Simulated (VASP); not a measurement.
Input of a VASP 6.6.1 run:

Contents of INCAR:

```
SYSTEM = LiSnH3
PREC = Accurate
ENCUT = 520
EDIFF = 1E-6
ISMEAR = 0
SIGMA = 0.1
LREAL = .False.
LASPH = .True.
NELM = 100
ALGO = Normal
ISIF = 2
LWAVE = .False.
LCHARG = .False.
GGA = PE
NBANDS = 31
```

KPOINTS

```
regular mesh
0
Gamma
  9 9 8
  0 0 0
```

The input POSCAR:

```
LiSnH3
1.0
    5.1002452994      0.0000000000      0.0000000000
   -2.5501226497      4.4169419948      0.0000000000
    0.0000000000      0.0000000000      4.4304541626
Li Sn H
2 2 6
Direct
    0.0000000000      0.0000000000      0.0000000000
    0.0000000000      0.0000000000      0.5000000000
    0.3333333333      0.6666666667      0.7500000000
    0.6666666667      0.3333333333      0.2500000000
    0.8249959646      0.6499919291      0.7500000000
    0.3500080709      0.1750040354      0.7500000000
    0.8249959646      0.1750040354      0.7500000000
    0.1750040354      0.3500080709      0.2500000000
    0.6499919291      0.8249959646      0.2500000000
    0.1750040354      0.8249959646      0.2500000000
```

Potentials or basis: VASP PAW PBE potentials, release 64 (Li_sv, Sn_d, H).

The run is started by

```console
$ cat potpaw_PBE.64/Li_sv/POTCAR potpaw_PBE.64/Sn_d/POTCAR potpaw_PBE.64/H/POTCAR > POTCAR
$ mpirun -np 1 vasp_std > vasp.out
```

Problem. What does it give for the band gap on the k mesh?

Solution. Zero (band 20 reaches 4.82 eV, above the bottom of band 21 at 4.43 eV).

Caveat: spin-orbit coupling is left out, which moves the levels of the heavy elements.
